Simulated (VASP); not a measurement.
The system is Ir.

```
CELL_PARAMETERS angstrom
0.00000 1.96714 1.96714
1.96714 0.00000 1.96714
1.96714 1.96714 0.00000
ATOMIC_POSITIONS crystal
Ir 0.00000 0.00000 0.00000
```

Base run:

- Program: VASP 6.6.1
- Functional: BLYP
- Potentials or basis: VASP PAW PBE potentials, release 64 (Ir)
- Cutoff: 520 eV
- k mesh: 12 × 12 × 12
- Occupations: fermi-dirac, width 0.05 eV
- Spin: no spin polarisation

Its results: pressure 2.4 GPa.

The run is repeated on the same cell with these changes: potentials or basis from VASP PAW PBE potentials, release 64 (Ir) to VASP PAW PBE potentials, release 64 (Ir_sv_GW); cutoff from 520 eV to 500 eV; further incar settings from ALGO = Normal; EDIFF = 1e-06; NBANDS = 10 to ALGO = Normal; EDIFF = 1e-06; NBANDS = 14; valence electrons from 9 to 17. What comes out?

Pressure -1.4 GPa.

Caveats: the PAW data sets were made with another functional, which shifts forces and pressure a little.
